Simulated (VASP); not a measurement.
## C: single point with PBE

The system is C.

```
C
1.0
     2.48058    0.00000    0.00000
    -1.24029    2.14824    0.00000
     0.00000    0.00000   10.14614
C
10
Direct
  0.33333 0.66667 0.12481
  0.33333 0.66667 0.52516
  0.66667 0.33333 0.72516
  0.00000 0.00000 0.92499
  0.66667 0.33333 0.32486
  0.33333 0.66667 0.67514
  0.00000 0.00000 0.07501
  0.66667 0.33333 0.87519
  0.33333 0.66667 0.27484
  0.66667 0.33333 0.47484
```

```json
{"Program": "VASP 6.6.1", "Task": "single point", "Functional": "PBE", "Potentials or basis": "VASP PAW PBE potentials, release 64 (C)", "Cutoff": "600 eV", "k mesh": "6 × 6 × 2", "Occupations": "gaussian, width 0.1 eV", "Spin": "no spin polarisation"}
```

- Pressure: 25.5 GPa
- Largest force: 0.345 eV/Å
- Band gap on the k mesh: 4.48 eV, indirect (least direct gap 5.33 eV)

Forces in eV/Å, atoms in the order of the input:
```
C    0.000  0.000  0.098
C    0.000  0.000 -0.099
C    0.000  0.000  0.345
C    0.000  0.000  0.073
C    0.000  0.000 -0.309
C    0.000  0.000  0.309
C    0.000  0.000 -0.073
C    0.000  0.000 -0.098
C    0.000  0.000 -0.345
C    0.000  0.000  0.099
```

Stress tensor (GPa, compression positive):
```
22.75  0.00  0.00
 0.00 22.75  0.00
 0.00  0.00 30.89
```

Levels at points of the mesh, in eV from the valence-band top:
| k point | band 18 | band 19 | band 20 | band 21 | band 22 | band 23 |
| --- | --- | --- | --- | --- | --- | --- |
| (0.00, 0.00, 0.00) | -0.20 | 0.00 | 0.00 | 5.33 | 5.33 | 5.75 |
| (0.50, 0.00, 0.00) | -3.57 | -3.57 | -3.50 | 4.61 | 5.54 | 5.55 |
| (0.00, 0.00, 0.50) | -0.58 | -0.40 | -0.40 | 5.71 | 5.71 | 6.20 |
| (0.50, 0.00, 0.50) | -4.66 | -3.92 | -3.06 | 4.79 | 4.94 | 5.47 |

It took 12 s on 1 thread of Intel(R) Xeon(R) 6975P-C (Granite Rapids) (shared host), peak memory 0.17 GiB.

Caveat: the k points lie up to 0.49 Å⁻¹ apart. A k mesh can miss the band edges.
